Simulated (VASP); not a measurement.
# W (Pm-3n) in VASP: notebook, part 2 of 2

VASP 6.6.1. The steps go on from the part before.

## Step 3: Single point, PBEsol

This run uses another cell than the first one, of 15.68 Å³/atom.

INCAR

```
PREC = Accurate ; ENCUT = 520
EDIFF = 1E-6 ; ISMEAR = -1
SIGMA = 0.05 ; LREAL = False
LASPH = True ; NELM = 100
ALGO = Fast ; ISIF = 2
LWAVE = False ; LCHARG = True
GGA = PS ; LELF = True
LVHAR = True ; NBANDS = 66
```

KPOINTS

```
regular mesh
0
Gamma
  5 5 5
```

POSCAR

```
W
1.0
    5.0057071534      0.0000000000      0.0000000000
    0.0000000000      5.0057071534      0.0000000000
    0.0000000000      0.0000000000      5.0057071534
W
8
Direct
    0.5000000000      0.2500000000      0.0000000000
    0.5000000000      0.7500000000      0.0000000000
    0.7500000000      0.0000000000      0.5000000000
    0.2500000000      0.0000000000      0.5000000000
    0.0000000000      0.5000000000      0.7500000000
    0.0000000000      0.5000000000      0.2500000000
    0.5000000000      0.5000000000      0.5000000000
    0.0000000000      0.0000000000      0.0000000000
```

Potentials or basis: VASP PAW PBE potentials, release 64 (W_sv).

On the command line:

```sh
$ cat potpaw_PBE.64/W_sv/POTCAR > POTCAR
$ mpirun -np 1 vasp_std > vasp.out
```

OUTCAR:

```text
PREC = Accurate
   ENCUT = 520
   EDIFF = 1E-6
   ISMEAR = -1
   LREAL = False
   LASPH = True
   NELM = 100
   ISIF = 2
   GGA = PS

 ion  position               nearest neighbor table
   1  0.500  0.250  0.000-   2 2.50   2 2.50   8 2.80   7 2.80   7 2.80   8 2.80   4 3.07   3 3.07
                             4 3.07   5 3.07   6 3.07   5 3.07   6 3.07   3 3.07
   2  0.500  0.750  0.000-   1 2.50   1 2.50   8 2.80   7 2.80   7 2.80   8 2.80   4 3.07   3 3.07
                             4 3.07   5 3.07   6 3.07   5 3.07   6 3.07   3 3.07
   3  0.750  0.000  0.500-   4 2.50   4 2.50   8 2.80   8 2.80   7 2.80   7 2.80   1 3.07   1 3.07
                             2 3.07   5 3.07   5 3.07   6 3.07   6 3.07   2 3.07
   4  0.250  0.000  0.500-   3 2.50   3 2.50   8 2.80   8 2.80   7 2.80   7 2.80   1 3.07   1 3.07
                             2 3.07   5 3.07   5 3.07   6 3.07   6 3.07   2 3.07
   5  0.000  0.500  0.750-   6 2.50   6 2.50   8 2.80   7 2.80   8 2.80   7 2.80   3 3.07   4 3.07
                             3 3.07   4 3.07   1 3.07   1 3.07   2 3.07   2 3.07
   6  0.000  0.500  0.250-   5 2.50   5 2.50   8 2.80   7 2.80   8 2.80   7 2.80   3 3.07   4 3.07
                             3 3.07   4 3.07   1 3.07   1 3.07   2 3.07   2 3.07
   7  0.500  0.500  0.500-   1 2.80   2 2.80   3 2.80   4 2.80   5 2.80   6 2.80   1 2.80   2 2.80
                             3 2.80   4 2.80   5 2.80   6 2.80
   8  0.000  0.000  0.000-   1 2.80   2 2.80   3 2.80   4 2.80   5 2.80   6 2.80   3 2.80   4 2.80
                             5 2.80   6 2.80   1 2.80   2 2.80

  LATTYP: Found a simple cubic cell.
 ALAT       =     5.0057071534

  Lattice vectors:

 A1 = (   5.0057071534,   0.0000000000,   0.0000000000)
 A2 = (   0.0000000000,   5.0057071534,   0.0000000000)
 A3 = (   0.0000000000,   0.0000000000,   5.0057071534)

Analysis of symmetry for initial positions (statically):
=====================================================================
 Subroutine PRICEL returns:
 Original cell was already a primitive cell.

 Routine SETGRP: Setting up the symmetry group for a
 simple cubic supercell.

 Subroutine GETGRP returns: Found 48 space group operations
 (whereof 24 operations were pure point group operations)
[... 143 lines left out ...]
   IVDW    =     0    specifies the selected vdW correction
   LEPSILON=     F    determine dielectric tensor
   LRPA    =     F    only Hartree local field effects (RPA)
 non-spin polarized calculation
 RMM-DIIS sequential band-by-band and
  energy-cutoff  :      520.00
  volume of cell :      125.43
 maximum number of plane-waves:      3407
 NGX is ok and might be reduce to    40
   NGX = 19   NGY = 19   NGZ = 19

 number of electron     111.9999967 magnetization

 Free energy of the ion-electron system (eV)
  ---------------------------------------------------
  ext. energy  EPLUGINS =         0.00000000
  ---------------------------------------------------
  free energy    TOTEN  =      -109.64363693 eV

  energy without entropy =     -109.62397576  energy(sigma->0) =     -109.63380634

 E-fermi :  11.1633     XC(G=0): -13.8072

 val. band max:       11.0659844016   @ k =   0.2000   0.0000   0.0000
 cond. band min:      11.1990826760   @ k =   0.4000   0.0000   0.0000
 fundamental gap:      0.1330982744
 Fermi energy:        11.1633065450

 k-point     1 :       0.0000    0.0000    0.0000
  band No.  band energies     occupation
      1     -62.7405      2.00000
      2     -62.6848      2.00000
      3     -62.6848      2.00000
      4     -62.5250      2.00000
      5     -62.5250      2.00000
      6     -62.5250      2.00000
[... 679 lines left out ...]
     65      13.9186      0.00000
     66      13.9832      0.00000

------------------------ aborting loop because EDIFF is reached ----------------------------------------

  FORCE on cell =-STRESS in cart. coord.  units (eV):
  Direction    XX          YY          ZZ          XY          YZ          ZX
  --------------------------------------------------------------------------------------
  -------------------------------------------------------------------------------------
  Total        4.5650092      4.5650092      4.5650092     -0.0000000     -0.0000000      0.0000000
  in kB       58.3117299     58.3117299     58.3117299     -0.0000000     -0.0000000      0.0000000
  external PRESSURE =      58.3117299 kB  Pullay stress =       0.0000000 kB

 VOLUME and BASIS-vectors are now :
 -----------------------------------------------------------------------------
  energy-cutoff  :      520.00
  volume of cell :      125.43
      direct lattice vectors                 reciprocal lattice vectors
     5.005707153  0.000000000  0.000000000     0.199771974  0.000000000  0.000000000
     0.000000000  5.005707153  0.000000000     0.000000000  0.199771974  0.000000000
     0.000000000  0.000000000  5.005707153     0.000000000  0.000000000  0.199771974

 POSITION                                       TOTAL-FORCE (eV/Angst)
 -----------------------------------------------------------------------------------
      2.50285      1.25143      0.00000         0.000000      0.000000     -0.000000
      2.50285      3.75428      0.00000        -0.000000      0.000000      0.000000
      3.75428      0.00000      2.50285        -0.000000      0.000000      0.000000
      1.25143      0.00000      2.50285         0.000000     -0.000000     -0.000000
      0.00000      2.50285      3.75428         0.000000      0.000000      0.000000
      0.00000      2.50285      1.25143         0.000000     -0.000000     -0.000000
      2.50285      2.50285      2.50285        -0.000000      0.000000     -0.000000
      0.00000      0.00000      0.00000        -0.000000      0.000000     -0.000000
 -----------------------------------------------------------------------------------
    total drift:                               -0.000000     -0.000000      0.000000

  FREE ENERGIE OF THE ION-ELECTRON SYSTEM (eV)
  ---------------------------------------------------
  free  energy   TOTEN  =      -109.6436369294 eV

  energy  without entropy=     -109.6239757558  energy(sigma->0) =     -109.63380634
```

stdout:

```text
POSCAR found type information on POSCAR W
 POSCAR found :  1 types and       8 ions
 scaLAPACK will be used
 -----------------------------------------------------------------------------
|                                                                             |
|                                                                             |
|     You enforced a specific xc type in the INCAR file but a different       |
|     I HOPE YOU KNOW WHAT YOU ARE DOING!                                     |
|                                                                             |
 -----------------------------------------------------------------------------

 LDA part: xc-table for (Slater+PW92), standard interpolation
 POSCAR, INCAR and KPOINTS ok, starting setup
 FFT: planning ... GRIDC
 FFT: planning ... GRID_SOFT
 FFT: planning ... GRID
 WAVECAR not read
 entering main loop
WARNING in EDDRMM: call to ZHEGV failed, returncode =   8  4     63
```

Run time: 61 s. Hardware: 1 thread of AMD EPYC 9R45 (Zen 5), shared host; peak memory 0.22 GiB.

Results:

* Free energy: -109.6436 eV
* Pressure: 5.8 GPa
* Band gap on the k mesh: zero (bands 56 and 57 overlap by 0.60 eV)

Caveat: the cell stands under pressure; the PAW data sets were made with another functional, which shifts forces and pressure a little; spin-orbit coupling is left out, which moves the levels of the heavy elements.
